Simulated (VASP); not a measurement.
Runs of VASP 6.6.1 on TaBeBi3. The structure is that of space group Pm-3m (No. 221), or close to it. The cells are those of the table. 

```csv
task,cell,k mesh,cutoff (eV),gap on the mesh (eV),pressure (GPa),relaxed volume (Å³/atom)
relaxation of cell and atoms,"relaxed from a = 4.798 Å, 5 atoms",4 × 4 × 4,600,none,0.0,25.32
single point,"a = 5.015 Å, 5 atoms",8 × 8 × 8,520,none,-0.1,-
single point,"a = 5.032 Å, 5 atoms",4 × 4 × 4,520,none,(b),-
single point,"a = 4.798 Å, 5 atoms",4 × 4 × 4,520,none,(a),-
relaxation of cell and atoms,"relaxed from a = 5.032 Å, 5 atoms",8 × 8 × 8,600,none,0.1,25.20
```

Alike in all rows: level PBE; potentials or basis VASP PAW PBE potentials, release 64 (Ta_pv, Be, Bi_d); no spin polarisation; smearing gaussian 0.1 eV.

Q: Estimate the missing entries.

A: (a) 11.3; (b) -0.4.

Caveats: spin-orbit coupling is left out, which moves the levels of the heavy elements; the cell stands under pressure (at least some runs).

A k mesh can miss the band edges, and the runs leave out spin-orbit coupling on Bi, Ta.

A gap of «none» marks levels without a gap at the run's occupations.
